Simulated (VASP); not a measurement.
# Sn2Ir (Fm-3m) in VASP: a series of runs

Runs on Sn2Ir. Level: LDA. Tasks: electric field gradients.

Program: VASP 6.6.1. These are calculated values, not measurements. Logs are shortened: lines on timing, memory, paths and dates and some standing lists are left out, and cuts for length are marked.

## (1) The cell of the first run

The structure is cubic, space group Fm-3m (No. 225). Conventional cell: a = 6.421 Å, b = 6.421 Å, c = 6.421 Å, α = 90.00°, β = 90.00°, γ = 90.00°. Sn (site symmetry -43m) has 4 Ir at 2.78 Å and 6 Sn at 3.21 Å within 3.7 Å. Within 3.7 Å of Ir (site symmetry m-3m) lie 8 Sn at 2.78 Å.

## (2) Electric field gradients, LDA (volume scaled by 1.04)

Input file INCAR:

```
PREC     = Accurate       # precision mode
ENCUT    = 520            # plane-wave cutoff, eV
EDIFF    = 1E-8           # SCF threshold, eV
ISMEAR   = -1             # smearing method
SIGMA    = 0.03           # smearing width, eV
LREAL    = F              # projectors in reciprocal space
LASPH    = T              # aspherical terms in the spheres
NELM     = 80             # most SCF steps
ALGO     = Normal         # electronic algorithm
ISIF     = 2              # what is computed and relaxed
LWAVE    = F              # write WAVECAR
LCHARG   = F              # write CHGCAR
LEFG     = T            
NBANDS   = 26             # bands
```

Input file KPOINTS:

```
Automatic mesh
0
Gamma
  10 10 10
```

Input file POSCAR:

```
Sn2Ir
1.0
    0.0000000000      3.2107021507      3.2107021507
    3.2107021507      0.0000000000      3.2107021507
    3.2107021507      3.2107021507      0.0000000000
Sn Ir
2 1
Direct
    0.2500000000      0.2500000000      0.2500000000
    0.7500000000      0.7500000000      0.7500000000
    0.0000000000      0.0000000000      0.0000000000
```

Potentials or basis: VASP PAW LDA potentials, release 64 (Sn_d, Ir).

Launch:

```
> cat potpaw_LDA.64/Sn_d/POTCAR potpaw_LDA.64/Ir/POTCAR > POTCAR
> mpirun -np 1 vasp_std > vasp.out
```

OUTCAR:

```text
PREC = Accurate
   ENCUT = 520
   EDIFF = 1E-8
   ISMEAR = -1
   LREAL = F
   LASPH = T
   NELM = 80
   ISIF = 2

 ion  position               nearest neighbor table
   1  0.250  0.250  0.250-   3 2.78   3 2.78   3 2.78   3 2.78   2 3.21   2 3.21   2 3.21   2 3.21
                             2 3.21   2 3.21
   2  0.750  0.750  0.750-   3 2.78   3 2.78   3 2.78   3 2.78   1 3.21   1 3.21   1 3.21   1 3.21
                             1 3.21   1 3.21
   3  0.000  0.000  0.000-   2 2.78   1 2.78   2 2.78   1 2.78   2 2.78   2 2.78   1 2.78   1 2.78

  LATTYP: Found a face centered cubic cell.
 ALAT       =     6.4214043014

  Lattice vectors:

 A1 = (   0.0000000000,   3.2107021507,   3.2107021507)
 A2 = (   3.2107021507,   0.0000000000,   3.2107021507)
 A3 = (   3.2107021507,   3.2107021507,   0.0000000000)

Analysis of symmetry for initial positions (statically):
=====================================================================
 Subroutine PRICEL returns:
 Original cell was already a primitive cell.

 Routine SETGRP: Setting up the symmetry group for a
 face centered cubic supercell.

 Subroutine GETGRP returns: Found 48 space group operations
 (whereof 48 operations were pure point group operations)
 out of a pool of 48 trial point group operations.

The static configuration has the point symmetry O_h .

Analysis of symmetry for dynamics (positions and initial velocities):
=====================================================================
 Subroutine PRICEL returns:
 Original cell was already a primitive cell.

 Routine SETGRP: Setting up the symmetry group for a
 face centered cubic supercell.

 Subroutine GETGRP returns: Found 48 space group operations
 (whereof 48 operations were pure point group operations)
 out of a pool of 48 trial point group operations.

The dynamic configuration has the point symmetry O_h .

 Subroutine INISYM returns: Found 48 space group operations
 (whereof 48 operations are pure point group operations),
 and found     1 'primitive' translations

----------------------------------------------------------------------------------------

                                     Primitive cell

  volume of cell :      66.1957

  direct lattice vectors                    reciprocal lattice vectors
     0.000000000  3.210702151  3.210702151    -0.155729176  0.155729176  0.155729176
     3.210702151  0.000000000  3.210702151     0.155729176 -0.155729176  0.155729176
     3.210702151  3.210702151  0.000000000     0.155729176  0.155729176 -0.155729176

  length of vectors
     4.540618526  4.540618526  4.540618526     0.269730845  0.269730845  0.269730845

  position of ions in fractional coordinates (direct lattice)
     0.250000000  0.250000000  0.250000000
     0.750000000  0.750000000  0.750000000
     0.000000000  0.000000000  0.000000000

  ion indices of the primitive-cell ions
   primitive index   ion index
                 1           1
                 2           2
                 3           3

----------------------------------------------------------------------------------------

 KPOINTS: Automatic mesh

Automatic generation of k-mesh.
 Grid dimensions read from file:
 generate k-points for:   10   10   10

 Generating k-lattice:

  Cartesian coordinates                     Fractional coordinates (reciprocal lattice)
    -0.015572918  0.015572918  0.015572918     0.100000000  0.000000000  0.000000000
     0.015572918 -0.015572918  0.015572918     0.000000000  0.100000000  0.000000000
     0.015572918  0.015572918 -0.015572918     0.000000000  0.000000000  0.100000000

  Length of vectors
     0.026973084  0.026973084  0.026973084

  Shift w.r.t. Gamma in fractional coordinates (k-lattice)
     0.000000000  0.000000000  0.000000000

 Subroutine IBZKPT returns following result:
 ===========================================

 Found     47 irreducible k-points:

 Following reciprocal coordinates:
            Coordinates               Weight
  0.000000  0.000000  0.000000      1.000000
  0.100000  0.000000  0.000000      8.000000
  0.200000  0.000000  0.000000      8.000000
  0.300000  0.000000  0.000000      8.000000
  0.400000  0.000000  0.000000      8.000000
  0.500000  0.000000  0.000000      4.000000
[... 16 lines left out ...]
  0.300000  0.300000  0.000000      6.000000
  0.400000  0.300000  0.000000     24.000000
 [... further k-points ...]
   k-points           NKPTS =     47   k-points in BZ     NKDIM =     47   number of bands    NBANDS=     26
   number of dos      NEDOS =    301   number of ions     NIONS =      3
   total plane-waves  NPLWV =  46656
   dimension x,y,z NGX =    36 NGY =   36 NGZ =   36
   dimension x,y,z NGXF=    72 NGYF=   72 NGZF=   72
   ions per type =               2   1
   NGX,Y,Z   is equivalent  to a cutoff of  13.18, 13.18, 13.18 a.u.
   NGXF,Y,Z  is equivalent  to a cutoff of  26.36, 26.36, 26.36 a.u.
 SYSTEM =  unknown system
   PREC   = accura    normal or accurate (medium, high low for compatibility)
   ISTART =      0    job   : 0-new  1-cont  2-samecut
   ICHARG =      2    charge: 1-file 2-atom 10-const
   ISPIN  =      1    spin polarized calculation?
   LNONCOLLINEAR =      F non collinear calculations
   LSORBIT =      F    spin-orbit coupling
   LASPH  =      T    aspherical Exc in radial PAW
   ENCUT  =  520.0 eV  38.22 Ry    6.18 a.u.   8.44  8.44  8.44*2*pi/ulx,y,z
   NELM   =     80;   NELMIN=  2; NELMDL= -5     # of ELM steps
   EDIFF  = 0.1E-07   stopping-criterion for ELM
   LREAL  =      F    real-space projection
   EDIFFG = 0.1E-06   stopping-criterion for IOM
   NSW    =      0    number of steps for IOM
   IBRION =     -1    ionic relax: 0-MD 1-quasi-New 2-CG
   NFREE  =      0    steps in history (QN), initial steepest desc. (CG)
   ISIF   =      2    stress and relaxation
   ISYM   =      2    0-nonsym 1-usesym 2-fastsym
   POTIM  = 0.5000    time-step for ionic-motion
   TEBEG  =    0.0;   TEEND  =   0.0 temperature during run
   PSTRESS=    0.0 pullay stress
   NELECT =      37.0000    total number of electrons
   NUPDOWN=      -1.0000    fix difference up-down
   EMIN   =  10.00;   EMAX   =-10.00  energy-range for DOS
   EFERMI =   0.00;   METHOD = LEGACY
   ISMEAR =    -1;   SIGMA  =   0.03  broadening in eV -4-tet -1-fermi 0-gaus
   EFERMI_NEDOS =   21; number of points for ismear=-14 and -15
   IALGO  =     38    algorithm
   IMIX   =      4    mixing-type and parameters
     AMIX     =   0.40;   BMIX     =  1.00
     AMIX_MAG =   1.60;   BMIX_MAG =  1.00
  volume/ion in A,a.u.               =      22.07       148.90
  Fermi-wavevector in a.u.,A,eV,Ry     =   1.348545  2.548380 24.743190  1.818573
  Thomas-Fermi vector in A             =   2.476205
   LORBIT       =      0    0 simple, 1 ext, 2 COOP (PROOUT), +10 PAW based schemes
   GGA     = CA    functional components
   LHFCALC =     F    Hartree Fock is set to
   AEXX    =    0.0000 exact exchange contribution
   IVDW    =     0    specifies the selected vdW correction
   LEPSILON=     F    determine dielectric tensor
   LRPA    =     F    only Hartree local field effects (RPA)
 non-spin polarized calculation
  energy-cutoff  :      520.00
  volume of cell :       66.20
 maximum number of plane-waves:      1807
 NGX is ok and might be reduce to    36
   NGX = 17   NGY = 17   NGZ = 17

 number of electron      37.0000011 magnetization

 Free energy of the ion-electron system (eV)
  ---------------------------------------------------
  ext. energy  EPLUGINS =         0.00000000
  ---------------------------------------------------
  free energy    TOTEN  =       -20.18546309 eV

  energy without entropy =      -20.18022337  energy(sigma->0) =      -20.18284323

 E-fermi :   8.2692     XC(G=0): -11.3998

 val. band max:        8.2550065841   @ k =   0.5000   0.0000   0.0000
 cond. band min:       8.2840106195   @ k =   0.5000   0.2000   0.1000
 fundamental gap:      0.0290040354
 Fermi energy:         8.2691881587

 k-point     1 :       0.0000    0.0000    0.0000
  band No.  band energies     occupation
      1     -13.1202      2.00000
      2     -13.1202      2.00000
      3     -13.0150      2.00000
      4     -13.0150      2.00000
      5     -13.0150      2.00000
      6     -12.8705      2.00000
[... 18 lines left out ...]
     25      12.8781      0.00000
     26      12.8781      0.00000
[... 644 lines left out ...]
      4     -12.9545      2.00000
      5     -12.9510      2.00000
      6     -12.9374      2.00000
[... 18 lines left out ...]
     25      17.8185      0.00000
     26      18.2890      0.00000

 [... further k-points ...]
[... 5 lines left out ...]
  --------------------------------------------------------------------------------------
  -------------------------------------------------------------------------------------
  Total       -2.5988984     -2.5988984     -2.5988984     -0.0000000      0.0000000     -0.0000000
  in kB      -62.9027778    -62.9027778    -62.9027778     -0.0000000      0.0000000     -0.0000000
  external PRESSURE =     -62.9027778 kB  Pullay stress =       0.0000000 kB

 VOLUME and BASIS-vectors are now :
 -----------------------------------------------------------------------------
  energy-cutoff  :      520.00
  volume of cell :       66.20
      direct lattice vectors                 reciprocal lattice vectors
     0.000000000  3.210702151  3.210702151    -0.155729176  0.155729176  0.155729176
     3.210702151  0.000000000  3.210702151     0.155729176 -0.155729176  0.155729176
     3.210702151  3.210702151  0.000000000     0.155729176  0.155729176 -0.155729176

 POSITION                                       TOTAL-FORCE (eV/Angst)
 -----------------------------------------------------------------------------------
      1.60535      1.60535      1.60535         0.000000      0.000000      0.000000
      4.81605      4.81605      4.81605         0.000000     -0.000000     -0.000000
      0.00000      0.00000      0.00000        -0.000000     -0.000000     -0.000000
 -----------------------------------------------------------------------------------
    total drift:                                0.000000      0.000000      0.000000

  FREE ENERGIE OF THE ION-ELECTRON SYSTEM (eV)
  ---------------------------------------------------
  free  energy   TOTEN  =       -20.1854630915 eV

  energy  without entropy=      -20.1802233720  energy(sigma->0) =      -20.18284323

 Electric field gradients (V/A^2)
---------------------------------------------------------------------
 ion       V_xx      V_yy      V_zz      V_xy      V_xz      V_yz
---------------------------------------------------------------------
   1       0.000    -0.000     0.000    -0.001    -0.001    -0.001
   2       0.000    -0.000     0.000    -0.001    -0.001    -0.001
   3      -0.000    -0.000     0.000     0.000     0.000     0.000
---------------------------------------------------------------------

 Electric field gradients after diagonalization (V/A^2)
 (convention: |V_zz| > |V_xx| > |V_yy|)
----------------------------------------------------------------------
 ion       V_xx      V_yy      V_zz     asymmetry (V_yy - V_xx)/ V_zz
----------------------------------------------------------------------
   1       0.001     0.001    -0.002       0.000
   2       0.001     0.001    -0.002       0.000
   3      -0.000    -0.000     0.000       0.000
----------------------------------------------------------------------

           NMR quadrupolar parameters

 Cq : quadrupolar parameter    Cq=e*Q*V_zz/h
 eta: asymmetry parameters     (V_yy - V_xx)/ V_zz
 Q  : nuclear electric quadrupole moment in mb (millibarn)
----------------------------------------------------------------------
 ion       Cq(MHz)       eta       Q (mb)
----------------------------------------------------------------------
   1      -0.000       0.000       1.000
   2      -0.000       0.000       1.000
   3       0.000       0.000       1.000
----------------------------------------------------------------------
```

Wall time 33 s (1 thread of Intel Xeon 6975P-C (Granite Rapids), shared host); peak memory 0.21 GiB.

Results:

```yaml
Free_energy: -20.1855 eV
Pressure: -6.3 GPa
```

Caveat: without QUAD_EFG the Cq values of the log hold for a quadrupole moment of 1 mb, not for the nuclei; spin-orbit coupling is left out, which moves the levels of the heavy elements.

## (3) Electric field gradients, LDA (volume scaled by 1.04)

Input file INCAR:

```
SYSTEM = Sn2Ir
  PREC = Accurate
  ENCUT = 520
  EDIFF = 1E-8
  ISMEAR = -1
  SIGMA = 0.03
  LREAL = .FALSE.
  LASPH = .TRUE.
  NELM = 80
  ALGO = Normal
  ISIF = 2
  LWAVE = .FALSE.
  LCHARG = .FALSE.
  LEFG = .TRUE.
  NBANDS = 26
```

Input file KPOINTS:

```
regular mesh
0
G
  10 10 10
  0 0 0
```

POSCAR is that of step 2.

Potentials or basis: VASP PAW LDA potentials, release 64 (Sn_d, Ir).

Launch:

```
> cat potpaw_LDA.64/Sn_d/POTCAR potpaw_LDA.64/Ir/POTCAR > POTCAR
> mpirun -np 1 vasp_std > vasp.out
```

OUTCAR:

```text
SYSTEM = Sn2Ir
   PREC = Accurate
   ENCUT = 520
   EDIFF = 1E-8
   ISMEAR = -1
   LREAL = .FALSE.
   LASPH = .TRUE.
   NELM = 80
   ISIF = 2

 ion  position               nearest neighbor table
   1  0.250  0.250  0.250-   3 2.78   3 2.78   3 2.78   3 2.78   2 3.21   2 3.21   2 3.21   2 3.21
                             2 3.21   2 3.21
   2  0.750  0.750  0.750-   3 2.78   3 2.78   3 2.78   3 2.78   1 3.21   1 3.21   1 3.21   1 3.21
                             1 3.21   1 3.21
   3  0.000  0.000  0.000-   2 2.78   1 2.78   2 2.78   1 2.78   2 2.78   2 2.78   1 2.78   1 2.78

  LATTYP: Found a face centered cubic cell.
 ALAT       =     6.4214043014

[... 921 lines left out ...]
---------------------------------------------------------------------
 ion       V_xx      V_yy      V_zz      V_xy      V_xz      V_yz
---------------------------------------------------------------------
   1       0.000    -0.000     0.000    -0.001    -0.001    -0.001
   2       0.000    -0.000     0.000    -0.001    -0.001    -0.001
   3      -0.000    -0.000     0.000     0.000     0.000     0.000
---------------------------------------------------------------------

 Electric field gradients after diagonalization (V/A^2)
 (convention: |V_zz| > |V_xx| > |V_yy|)
----------------------------------------------------------------------
 ion       V_xx      V_yy      V_zz     asymmetry (V_yy - V_xx)/ V_zz
----------------------------------------------------------------------
   1       0.001     0.001    -0.002       0.000
   2       0.001     0.001    -0.002       0.000
   3      -0.000    -0.000     0.000       0.000
----------------------------------------------------------------------

           NMR quadrupolar parameters

 Cq : quadrupolar parameter    Cq=e*Q*V_zz/h
 eta: asymmetry parameters     (V_yy - V_xx)/ V_zz
 Q  : nuclear electric quadrupole moment in mb (millibarn)
----------------------------------------------------------------------
 ion       Cq(MHz)       eta       Q (mb)
----------------------------------------------------------------------
   1      -0.000       0.000       1.000
   2      -0.000       0.000       1.000
   3       0.000       0.000       1.000
----------------------------------------------------------------------
```

OSZICAR:

```text
N       E                     dE             d eps       ncg     rms          rms(c)
DAV:   1     0.349142223620E+03    0.34914E+03   -0.17982E+04  2502   0.212E+03
DAV:   2     0.214670632373E+02   -0.32768E+03   -0.31730E+03  2444   0.512E+02
DAV:   3    -0.190928064469E+02   -0.40560E+02   -0.39637E+02  2776   0.168E+02
DAV:   4    -0.205699214574E+02   -0.14771E+01   -0.14728E+01  2926   0.351E+01
DAV:   5    -0.206093928238E+02   -0.39471E-01   -0.39465E-01  3248   0.552E+00    0.832E+00
DAV:   6    -0.203128697218E+02    0.29652E+00   -0.36175E-01  2714   0.626E+00    0.350E+00
DAV:   7    -0.202079141916E+02    0.10496E+00   -0.12924E-01  3130   0.360E+00    0.183E+00
DAV:   8    -0.201862205467E+02    0.21694E-01   -0.79736E-02  2770   0.242E+00    0.336E-01
DAV:   9    -0.201854875862E+02    0.73296E-03   -0.58401E-03  3014   0.938E-01    0.769E-02
DAV:  10    -0.201854532152E+02    0.34371E-04   -0.36206E-04  2974   0.248E-01    0.479E-02
DAV:  11    -0.201854624106E+02   -0.91953E-05   -0.39244E-05  2998   0.632E-02    0.812E-03
DAV:  12    -0.201854630860E+02   -0.67540E-06   -0.30805E-06  3206   0.160E-02    0.431E-03
DAV:  13    -0.201854630926E+02   -0.66639E-08   -0.19933E-07  2674   0.440E-03    0.848E-04
DAV:  14    -0.201854630915E+02    0.10950E-08   -0.88800E-09  1972   0.124E-03
   1 F= -.20185463E+02 E0= -.20182843E+02  d E =-.523972E-02
```

Wall time 31 s (1 thread of Intel Xeon 6975P-C (Granite Rapids), shared host); peak memory 0.21 GiB.

Results:

```
Free energy : -20.1855 eV
Pressure    : -6.3 GPa
```

Caveat: without QUAD_EFG the Cq values of the log hold for a quadrupole moment of 1 mb, not for the nuclei; spin-orbit coupling is left out, which moves the levels of the heavy elements.

[end of part 1 of 2]
